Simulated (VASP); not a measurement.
# WS2 in VASP: notebook

WS2 is run at these levels: PBE-based screened hybrid with 25 % exact exchange, PBE-based screened hybrid with 30 % exact exchange, PBE-based screened hybrid with 40 % exact exchange; tasks: single point.

Everything below comes from runs of VASP 6.6.1. Logs are shortened: lines on timing, memory, paths and dates and some standing lists are left out, and cuts for length are marked.

## Step 1: The cell of the first run

The cell holds a slab with vacuum, 3 atoms: a = 3.184 Å, b = 3.184 Å, c = 16.951 Å, α = 90.00°, β = 90.00°, γ = 120.00°.

## Step 2: Single point, PBE-based screened hybrid with 25 % exact exchange

POSCAR reads:

```
WS2
1.0
    3.1835163552      0.0000000000      0.0000000000
   -1.5917581776      2.7570060369      0.0000000000
    0.0000000000      0.0000000000     16.9505778900
W S
1 2
Direct
    0.0000000000      0.0000000000      0.0000000000
    0.3333333333      0.6666666667      0.0920005100
    0.3333333333      0.6666666667      0.9079994900
```

INCAR.step1 reads:

```
PREC = Accurate
ENCUT = 520
EDIFF = 1E-5
ISMEAR = -1
SIGMA = 0.05
LREAL = False
LASPH = True
NELM = 80
ALGO = Normal
ISIF = 2
LWAVE = True
NBANDS = 20
GGA = PE
```

INCAR.step2 reads:

```
PREC = Accurate
ENCUT = 520
EDIFF = 1E-6
ISMEAR = -1
SIGMA = 0.05
LREAL = False
LASPH = True
NELM = 80
ALGO = Normal
ISIF = 2
LWAVE = False
LCHARG = True
GGA = PE
LHFCALC = True
AEXX = 0.25
HFSCREEN = 0.2
PRECFOCK = Normal
LELF = True
LVHAR = True
NBANDS = 20
ISTART = 1
```

KPOINTS reads:

```
Automatic mesh
0
Gamma
  5 5 1
```

Potentials or basis: VASP PAW PBE potentials, release 64 (W_sv, S).

Run with:

```sh
> cat potpaw_PBE.64/W_sv/POTCAR potpaw_PBE.64/S/POTCAR > POTCAR
> cp INCAR.step1 INCAR
> mpirun -np 1 vasp_std > vasp.out
> cp INCAR.step2 INCAR
> mpirun -np 1 vasp_std > vasp.out
```

OUTCAR:

```text
PREC = Accurate
   ENCUT = 520
   EDIFF = 1E-6
   ISMEAR = -1
   LREAL = False
   LASPH = True
   NELM = 80
   ISIF = 2
   GGA = PE
   LHFCALC = True
   AEXX = 0.25
   HFSCREEN = 0.2
   PRECFOCK = Normal
   ISTART = 1

 ion  position               nearest neighbor table
   1  0.000  0.000  0.000-   2 2.41   3 2.41   2 2.41   3 2.41   2 2.41   3 2.41
   2  0.333  0.667  0.092-   1 2.41   1 2.41   1 2.41
   3  0.333  0.667  0.908-   1 2.41   1 2.41   1 2.41

  LATTYP: Found a hexagonal cell.
 ALAT       =     3.1835163552
 C/A-ratio  =     5.3244827413

  Lattice vectors:

 A1 = (   3.1835163552,   0.0000000000,   0.0000000000)
 A2 = (  -1.5917581776,   2.7570060369,   0.0000000000)
 A3 = (   0.0000000000,   0.0000000000,  16.9505778900)

Analysis of symmetry for initial positions (statically):
=====================================================================
 Subroutine PRICEL returns:
 Original cell was already a primitive cell.

 Routine SETGRP: Setting up the symmetry group for a
 hexagonal supercell.

 Subroutine GETGRP returns: Found 12 space group operations
 (whereof 12 operations were pure point group operations)
 out of a pool of 24 trial point group operations.

The static configuration has the point symmetry D_3h.

Analysis of symmetry for dynamics (positions and initial velocities):
=====================================================================
 Subroutine PRICEL returns:
 Original cell was already a primitive cell.

 Routine SETGRP: Setting up the symmetry group for a
 hexagonal supercell.

 Subroutine GETGRP returns: Found 12 space group operations
 (whereof 12 operations were pure point group operations)
 out of a pool of 24 trial point group operations.

The dynamic configuration has the point symmetry D_3h.

 Subroutine INISYM returns: Found 12 space group operations
 (whereof 12 operations are pure point group operations),
 and found     1 'primitive' translations

----------------------------------------------------------------------------------------

                                     Primitive cell

  volume of cell :     148.7748

  direct lattice vectors                    reciprocal lattice vectors
     3.183516355  0.000000000  0.000000000     0.314118066  0.181356150  0.000000000
    -1.591758178  2.757006037  0.000000000     0.000000000  0.362712300  0.000000000
     0.000000000  0.000000000 16.950577890     0.000000000  0.000000000  0.058995039

  length of vectors
     3.183516355  3.183516355 16.950577890     0.362712300  0.362712300  0.058995039

  position of ions in fractional coordinates (direct lattice)
     0.000000000  0.000000000  0.000000000
     0.333333333  0.666666667  0.092000510
     0.333333333  0.666666667  0.907999490

  ion indices of the primitive-cell ions
   primitive index   ion index
                 1           1
                 2           2
                 3           3

----------------------------------------------------------------------------------------

 KPOINTS: Automatic mesh

Automatic generation of k-mesh.
 Grid dimensions read from file:
 generate k-points for:    5    5    1

 Generating k-lattice:

  Cartesian coordinates                     Fractional coordinates (reciprocal lattice)
     0.062823613  0.036271230  0.000000000     0.200000000 -0.000000000  0.000000000
     0.000000000  0.072542460  0.000000000     0.000000000  0.200000000  0.000000000
     0.000000000  0.000000000  0.058995039     0.000000000  0.000000000  1.000000000

  Length of vectors
     0.072542460  0.072542460  0.058995039

  Shift w.r.t. Gamma in fractional coordinates (k-lattice)
     0.000000000  0.000000000  0.000000000

 Subroutine IBZKPT returns following result:
 ===========================================

 Found      5 irreducible k-points:

 Following reciprocal coordinates:
            Coordinates               Weight
  0.000000  0.000000  0.000000      1.000000
  0.200000  0.000000  0.000000      6.000000
  0.400000 -0.000000  0.000000      6.000000
  0.200000  0.200000  0.000000      6.000000
  0.400000  0.200000  0.000000      6.000000
   k-points           NKPTS =      5   k-points in BZ     NKDIM =     25   number of bands    NBANDS=     20
   number of dos      NEDOS =    301   number of ions     NIONS =      3
   total plane-waves  NPLWV =  72576
   dimension x,y,z NGX =    24 NGY =   24 NGZ =  126
   dimension x,y,z NGXF=    48 NGYF=   48 NGZF=  252
   ions per type =               1   2
   NGX,Y,Z   is equivalent  to a cutoff of  12.53, 12.53, 12.36 a.u.
   NGXF,Y,Z  is equivalent  to a cutoff of  25.07, 25.07, 24.72 a.u.
 SYSTEM =  unknown system
   PREC   = accura    normal or accurate (medium, high low for compatibility)
   ISTART =      1    job   : 0-new  1-cont  2-samecut
   ICHARG =      0    charge: 1-file 2-atom 10-const
   ISPIN  =      1    spin polarized calculation?
   LNONCOLLINEAR =      F non collinear calculations
   LSORBIT =      F    spin-orbit coupling
   LASPH  =      T    aspherical Exc in radial PAW
   ENCUT  =  520.0 eV  38.22 Ry    6.18 a.u.   5.92  5.92 31.52*2*pi/ulx,y,z
   NELM   =     80;   NELMIN=  2; NELMDL=  0     # of ELM steps
   EDIFF  = 0.1E-05   stopping-criterion for ELM
   LREAL  =      F    real-space projection
   EDIFFG = 0.1E-04   stopping-criterion for IOM
   NSW    =      0    number of steps for IOM
   IBRION =     -1    ionic relax: 0-MD 1-quasi-New 2-CG
   NFREE  =      0    steps in history (QN), initial steepest desc. (CG)
   ISIF   =      2    stress and relaxation
   ISYM   =      3    0-nonsym 1-usesym 2-fastsym
   POTIM  = 0.5000    time-step for ionic-motion
   TEBEG  =    0.0;   TEEND  =   0.0 temperature during run
   PSTRESS=    0.0 pullay stress
   NELECT =      26.0000    total number of electrons
   NUPDOWN=      -1.0000    fix difference up-down
   EMIN   =  10.00;   EMAX   =-10.00  energy-range for DOS
   EFERMI =   0.00;   METHOD = LEGACY
   ISMEAR =    -1;   SIGMA  =   0.05  broadening in eV -4-tet -1-fermi 0-gaus
   EFERMI_NEDOS =   21; number of points for ismear=-14 and -15
   IALGO  =     38    algorithm
   IMIX   =      1    mixing-type and parameters
     AMIX     =   0.40;   BMIX     =  1.00
     AMIX_MAG =   1.60;   BMIX_MAG =  1.00
  volume/ion in A,a.u.               =      49.59       334.66
  Fermi-wavevector in a.u.,A,eV,Ry     =   0.915285  1.729637 11.398226  0.837746
  Thomas-Fermi vector in A             =   2.040009
   LORBIT       =      0    0 simple, 1 ext, 2 COOP (PROOUT), +10 PAW based schemes
   GGA     = PE    functional components
   LHFCALC =     T    Hartree Fock is set to
   PRECFOCK=normal    Normal, Fast or Accurate (Low or Medium for compatibility)
   ENCUT4O =  -1.0   cutoff for four orbital integrals eV
   NKREDX  =     1    reduce k-point grid by
   NKREDY  =     1    reduce k-point grid by
   NKREDZ  =     1    reduce k-point grid by
   AEXX    =    0.2500 exact exchange contribution
   HFSCREEN=    0.2000 screening length (either q_TF or 0.3 A-1)
   HFSCREENC=   0.2000 screening length for correlation (either q_TF or 0.3 A-1)
   ENCUTFOCK=  -1.0 apply spherical cutoff to Coloumb kernel
   IVDW    =     0    specifies the selected vdW correction
   LEPSILON=     F    determine dielectric tensor
   LRPA    =     F    only Hartree local field effects (RPA)
 non-spin polarized calculation
  energy-cutoff  :      520.00
  volume of cell :      148.77
 maximum number of plane-waves:      4030
 NGX is ok and might be reduce to    24
  NGX = 18; NGY = 18; NGZ = 96

 number of electron      25.9999999 magnetization

 Free energy of the ion-electron system (eV)
  ---------------------------------------------------
  ext. energy  EPLUGINS =         0.00000000
  ---------------------------------------------------
  free energy    TOTEN  =       -28.19096423 eV

  energy without entropy =      -28.19096423  energy(sigma->0) =      -28.19096423

 E-fermi :  -0.3592     XC(G=0):  -3.7286

 val. band max:       -1.6468484955   @ k =   0.0000   0.0000   0.0000
 cond. band min:       1.1667736766   @ k =   0.2000   0.2000   0.0000
 fundamental gap:      2.8136221721
 Fermi energy:        -0.3591532149

 k-point     1 :       0.0000    0.0000    0.0000
  band No.  band energies     occupation
      1     -79.6682      2.00000
      2     -42.4444      2.00000
      3     -42.2591      2.00000
      4     -42.2591      2.00000
      5     -18.0560      2.00000
      6     -16.2335      2.00000
[... 12 lines left out ...]
     19       4.4519      0.00000
     20       4.6945      0.00000

 k-point     2 :       0.2000    0.0000    0.0000
  band No.  band energies     occupation
      1     -79.6606      2.00000
      2     -42.4186      2.00000
      3     -42.4046      2.00000
      4     -42.2931      2.00000
      5     -17.3743      2.00000
      6     -15.9926      2.00000
[... 12 lines left out ...]
     19       5.2255      0.00000
     20       6.1899      0.00000

 k-point     3 :       0.4000   -0.0000    0.0000
  band No.  band energies     occupation
      1     -79.6484      2.00000
      2     -42.6336      2.00000
      3     -42.3760      2.00000
      4     -42.3476      2.00000
      5     -16.0172      2.00000
      6     -15.5326      2.00000
[... 12 lines left out ...]
     19       6.7138      0.00000
     20       6.7408      0.00000

 k-point     4 :       0.2000    0.2000    0.0000
  band No.  band energies     occupation
      1     -79.6508      2.00000
      2     -42.5532      2.00000
      3     -42.3844      2.00000
      4     -42.3753      2.00000
      5     -16.3216      2.00000
      6     -15.6187      2.00000
[... 12 lines left out ...]
     19       6.6174      0.00000
     20       7.1657      0.00000

 k-point     5 :       0.4000    0.2000    0.0000
  band No.  band energies     occupation
      1     -79.6447      2.00000
      2     -42.6231      2.00000
      3     -42.4463      2.00000
      4     -42.3631      2.00000
      5     -15.5195      2.00000
      6     -15.3320      2.00000
[... 12 lines left out ...]
     19       7.7065      0.00000
     20       8.4744      0.00000

------------------------ aborting loop because EDIFF is reached ----------------------------------------

  FORCE on cell =-STRESS in cart. coord.  units (eV):
  Direction    XX          YY          ZZ          XY          YZ          ZX
  --------------------------------------------------------------------------------------
  -------------------------------------------------------------------------------------
  Total       -1.2382046     -1.2382046     -0.9278897      0.0000000      0.0000000     -0.0000000
  in kB      -13.3344060    -13.3344060     -9.9925801      0.0000000      0.0000000     -0.0000000
  external PRESSURE =     -12.2204641 kB  Pullay stress =       0.0000000 kB

 VOLUME and BASIS-vectors are now :
 -----------------------------------------------------------------------------
  energy-cutoff  :      520.00
  volume of cell :      148.77
      direct lattice vectors                 reciprocal lattice vectors
     3.183516355  0.000000000  0.000000000     0.314118066  0.181356150  0.000000000
    -1.591758178  2.757006037  0.000000000     0.000000000  0.362712300  0.000000000
     0.000000000  0.000000000 16.950577890     0.000000000  0.000000000  0.058995039

 POSITION                                       TOTAL-FORCE (eV/Angst)
 -----------------------------------------------------------------------------------
      0.00000      0.00000      0.00000         0.000000     -0.000000      0.000000
     -0.00000      1.83800      1.55946        -0.000000      0.000000     -0.285610
     -0.00000      1.83800     15.39112        -0.000000      0.000000      0.285610
 -----------------------------------------------------------------------------------
    total drift:                               -0.000004      0.000002     -0.000000

  FREE ENERGIE OF THE ION-ELECTRON SYSTEM (eV)
  ---------------------------------------------------
  free  energy   TOTEN  =       -28.1909642298 eV

  energy  without entropy=      -28.1909642298  energy(sigma->0) =      -28.19096423
```

It took 16 min on 1 thread of Intel Xeon 8259CL, shared host; peak memory 0.34 GiB.

What came out:

```yaml
Free_energy: -28.1910 eV
Largest_force: 0.286 eV/Å
Band_gap_on_the_k_mesh: 2.81 eV (least direct gap 3.33 eV)
```

Forces on the atoms (eV/Å):
```
W    0.000  0.000  0.000
S    0.000  0.000 -0.286
S    0.000  0.000  0.286
```

Caveat: the k points lie up to 0.46 Å⁻¹ apart; there is no dipole correction, which matters where the two faces differ; the PAW data sets were made with another functional, which shifts forces and pressure a little; spin-orbit coupling is left out, which moves the levels of the heavy elements.

## Step 3: Single point, PBE-based screened hybrid with 30 % exact exchange

POSCAR is that of step 2.

INCAR.step1 reads:

```
PREC = Accurate
ENCUT = 520
EDIFF = 1E-5
ISMEAR = -1
SIGMA = 0.05
LREAL = False
LASPH = True
NELM = 100
ALGO = Normal
ISIF = 2
LWAVE = True
LCHARG = False
GGA = PE
NBANDS = 20
```

INCAR.step2 reads:

```
PREC = Accurate
ENCUT = 520
EDIFF = 1E-6
ISMEAR = -1
SIGMA = 0.05
LREAL = False
LASPH = True
NELM = 100
ALGO = Normal
ISIF = 2
LWAVE = False
LCHARG = False
GGA = PE
LHFCALC = True
AEXX = 0.3
HFSCREEN = 0.2
PRECFOCK = Normal
ISTART = 1
NBANDS = 20
```

KPOINTS is that of step 2.

Potentials or basis: VASP PAW PBE potentials, release 64 (W_sv, S).

Run with:

```sh
> cat potpaw_PBE.64/W_sv/POTCAR potpaw_PBE.64/S/POTCAR > POTCAR
> cp INCAR.step1 INCAR
> mpirun -np 1 vasp_std > vasp.out
> cp INCAR.step2 INCAR
> mpirun -np 1 vasp_std > vasp.out
```

Wall time 21 min (1 thread of Intel Xeon 8259CL, shared host); peak memory 0.34 GiB.

The run converged. Its results:

* Free energy: -29.1082 eV
* Largest force: 0.393 eV/Å
* Band gap on the k mesh: 2.95 eV (least direct gap 3.45 eV)

Forces on the atoms (eV/Å):
```
W    0.000  0.000  0.000
S    0.000  0.000 -0.393
S    0.000  0.000  0.393
```

Levels at points of the mesh, in eV from the valence-band top:
| k point | band 10 | band 11 | band 12 | band 13 | band 14 | band 15 | band 16 | band 17 |
| --- | --- | --- | --- | --- | --- | --- | --- | --- |
| (0.00, 0.00, 0.00) | -2.49 | -1.90 | -1.90 | 0.00 | 3.82 | 3.82 | 3.97 | 3.97 |

Caveat: the k points lie up to 0.46 Å⁻¹ apart; there is no dipole correction, which matters where the two faces differ; the PAW data sets were made with another functional, which shifts forces and pressure a little; spin-orbit coupling is left out, which moves the levels of the heavy elements.

## Step 4: Single point, PBE-based screened hybrid with 40 % exact exchange

POSCAR is that of step 3.

INCAR.step1 reads:

```
ALGO = Normal ; EDIFF = 1E-5
ENCUT = 520 ; GGA = PE
ISIF = 2 ; ISMEAR = -1
LASPH = T ; LCHARG = F
LREAL = F ; LWAVE = T
NBANDS = 20 ; NELM = 80
PREC = Accurate ; SIGMA = 0.05
```

INCAR.step2 reads:

```
AEXX = 0.4 ; ALGO = Normal
EDIFF = 1E-6 ; ENCUT = 520
GGA = PE ; HFSCREEN = 0.2
ISIF = 2 ; ISMEAR = -1
ISTART = 1 ; LASPH = T
LCHARG = F ; LHFCALC = T
LREAL = F ; LWAVE = F
NBANDS = 20 ; NELM = 80
PREC = Accurate ; PRECFOCK = Normal
SIGMA = 0.05
```

KPOINTS reads:

```
k-points
0
Gamma
  5 5 1
```

Run with:

```sh
> cat potpaw_PBE.64/W_sv/POTCAR potpaw_PBE.64/S/POTCAR > POTCAR
> cp INCAR.step1 INCAR
> mpirun -np 1 vasp_std > vasp.out
> cp INCAR.step2 INCAR
> mpirun -np 1 vasp_std > vasp.out
```

Run time: 23 min. Hardware: 1 thread of Intel Xeon 8259CL, shared host; peak memory 0.34 GiB.

Results (log left out):

- Free energy: -30.9553 eV
- Largest force: 0.604 eV/Å
- Band gap on the k mesh: 3.22 eV (least direct gap 3.71 eV)

Forces in eV/Å, atoms in the order of the input:
```
W    0.000  0.000  0.000
S    0.000  0.000 -0.604
S    0.000  0.000  0.604
```

Levels at points of the mesh, in eV from the valence-band top:
| k point | band 10 | band 11 | band 12 | band 13 | band 14 | band 15 | band 16 | band 17 |
| --- | --- | --- | --- | --- | --- | --- | --- | --- |
| (0.00, 0.00, 0.00) | -2.63 | -1.98 | -1.98 | 0.00 | 4.15 | 4.15 | 4.29 | 4.29 |

Caveat: the k points lie up to 0.46 Å⁻¹ apart; there is no dipole correction, which matters where the two faces differ; the PAW data sets were made with another functional, which shifts forces and pressure a little; spin-orbit coupling is left out, which moves the levels of the heavy elements.

## Step 5: The runs side by side

```tsv
level	share of exact exchange	gap on the mesh (eV)	largest force (eV/Å)
PBE-based screened hybrid with 25 % exact exchange	0.25	2.81	0.29
PBE-based screened hybrid with 30 % exact exchange	0.3	2.95	0.39
PBE-based screened hybrid with 40 % exact exchange	0.4	3.22	0.60
```

Alike in all rows: task single point; potentials or basis VASP PAW PBE potentials, release 64 (W_sv, S); no spin polarisation; cell as given; k mesh 5 × 5 × 1; cutoff (eV) 520; smearing fermi-dirac 0.05 eV.

Caveats: all runs use coarse meshes; there is no dipole correction, which matters where the two faces differ; the PAW data sets were made with another functional, which shifts forces and pressure a little; spin-orbit coupling is left out, which moves the levels of the heavy elements.

Absolute energies hang on the potentials; compare differences alone.
